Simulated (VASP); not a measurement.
Set up this calculation in VASP 6.6.1, as the native input.

| Property | Result |
| --- | --- |
| Task | single point |
| Functional | PBEsol |
| Potentials or basis | VASP PAW PBE potentials, release 64 (In_d, P) |
| Cutoff | 520 eV |
| k mesh | 10 × 10 × 10 |
| Occupations | fermi-dirac, width 0.08 eV |
| Spin | no spin polarisation |
| Dipole correction | no |
| Further INCAR settings | ALGO = Normal; EDIFF = 1e-06; NBANDS = 16 |

The structure of InP lies in POSCAR:

```
InP
1.0
    0.0000000000      2.9392392491      2.9392392491
    2.9392392491      0.0000000000      2.9392392491
    2.9392392491      2.9392392491      0.0000000000
In P
1 1
Direct
    0.0000000000      0.0000000000      0.0000000000
    0.7500000000      0.7500000000      0.7500000000
```

One way to write it, as run:

INCAR

```
PREC = Accurate
ENCUT = 520
EDIFF = 1E-6
ISMEAR = -1
SIGMA = 0.08
LREAL = F
LASPH = T
NELM = 80
ALGO = Normal
ISIF = 2
LWAVE = F
LCHARG = T
GGA = PS
LELF = T
LVHAR = T
NBANDS = 16
```

KPOINTS

```
Automatic mesh
0
Gamma
  10 10 10
```

Potentials or basis: VASP PAW PBE potentials, release 64 (In_d, P).

Run with:

```console
$ cat potpaw_PBE.64/In_d/POTCAR potpaw_PBE.64/P/POTCAR > POTCAR
$ mpirun -np 1 vasp_std > vasp.out
```

It gave:

The pressure is 0.0 GPa and the band gap on the k mesh is 0.57 eV, direct.

Caveat: the PAW data sets were made with another functional, which shifts forces and pressure a little; spin-orbit coupling is left out, which moves the levels of the heavy elements.

Wall time 66 s on 1 thread of AMD EPYC 7R13, on a shared host, peak memory 0.16 GiB.
